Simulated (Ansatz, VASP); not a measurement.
**Fe: VASP beside Ansatz**

Contents of INCAR:

```
SYSTEM = Fe
PREC     = Accurate       ! precision mode
ENCUT    = 520            ! plane-wave cutoff, eV
EDIFF    = 1E-8           ! SCF threshold, eV
ISMEAR   = -1             ! smearing method
SIGMA    = 0.08           ! smearing width, eV
LREAL    = .FALSE.        ! projectors in reciprocal space
LASPH    = .TRUE.         ! aspherical terms in the spheres
NELM     = 120            ! most SCF steps
ALGO     = Normal         ! electronic algorithm
ISIF     = 2              ! what is computed and relaxed
LWAVE    = .FALSE.        ! write WAVECAR
LCHARG   = .FALSE.        ! write CHGCAR
GGA      = PE             ! functional
LEFG     = .TRUE.       
NBANDS   = 15             ! bands
GGA_COMPAT= .FALSE.
```

Contents of KPOINTS:

```
regular mesh
0
G
  17 17 10
  0 0 0
```

POSCAR

```
Fe
1.0
    2.4098160095      0.0000000000      0.0000000000
   -1.2049080047      2.0869618826      0.0000000000
    0.0000000000      0.0000000000      3.8419344700
Fe
2
Direct
    0.3333333333      0.6666666667      0.2500000000
    0.6666666667      0.3333333333      0.7500000000
```

Input for Ansatz:

```yaml
crystal:
  lattice:
    - [2.4098160095, 0.0, 0.0]
    - [-1.2049080047, 2.0869618826, 0.0]
    - [0.0, 0.0, 3.84193447]
  atoms:
    - { symbol: Fe, position: [0.3333333333, 0.6666666667, 0.25] }
    - { symbol: Fe, position: [0.6666666667, 0.3333333333, 0.75] }
kpoints:
  mp_grid: { grid: [17, 17, 10] }
scf:
  occupations: { method: fermi_dirac, width: 0.08 }
hamiltonian:
  xc: pbe
  pseudopotentials: { kind: paw }
output:
  forces: true
  stress: true
  eigenvalues: true
  efg: { contact_densities: true }
```

Change from the starting cell: equal xx and yy strain of -1 %, PAW files.

Alike in both runs: task electric field gradients; functional PBE; k mesh 17 × 17 × 10; occupations fermi-dirac, width 0.08 eV; no spin polarisation.

```csv
,VASP,Ansatz
version,VASP 6.6.1,Ansatz 0.2.0
potentials or method,"VASP PAW PBE potentials, release 64 (Fe)","PAW with Ansatz's default frozen-core files, scalar-relativistic"
plane-wave cutoff (eV),520,420
valence electrons in the cell,16,32
```

|  | VASP | Ansatz | Ansatz less VASP |
| --- | --- | --- | --- |
| pressure (GPa) | 17.1 | 18.0 | +0.90 |
| traceless stress, the component that is largest in VASP (GPa) | -2.49 | -2.41 | +0.075 |
| size of Vzz on the site where it differs most (V/Å²) | 5.5 | 2.8 | -2.73 |

VASP's potentials hold 16 valence electrons a cell and Ansatz's 32, so a difference there can come from the potentials and not from the codes.
